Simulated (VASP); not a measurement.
A run of VASP 6.6.1:

INCAR

```
  ALGO = Normal
  EDIFF = 1E-7
  ENCUT = 520
  GGA = PE
  GGA_COMPAT = False
  ISIF = 2
  ISMEAR = -1
  LASPH = True
  LCHARG = False
  LORBIT = 11
  LORBMOM = True
  LREAL = False
  LSORBIT = True
  LWAVE = False
  MAGMOM = 0 0 0
  NBANDS = 14
  NELM = 150
  PREC = Accurate
  SIGMA = 0.05
```

File KPOINTS:

```
k-points
0
Gamma
  22 22 22
```

Contents of POSCAR:

```
Al
1.0
    0.0000000000      2.0206785445      2.0206785445
    2.0206785445      0.0000000000      2.0206785445
    2.0206785445      2.0206785445      0.0000000000
Al
1
Direct
    0.0000000000      0.0000000000      0.0000000000
```

Potentials or basis: VASP PAW PBE potentials, release 64 (Al).

Command:

```console
$ cat potpaw_PBE.64/Al/POTCAR > POTCAR
$ mpirun -np 1 vasp_ncl > vasp.out
```

Hardware: 1 thread of Intel Xeon 8259CL, with other jobs on the host.

Question: How long does it take, and how much memory?

Answer: It took 2.9 min on 1 thread of Intel Xeon 8259CL, with other jobs on the host, peak memory 0.26 GiB. Counts: scf iterations 12, k points 328.
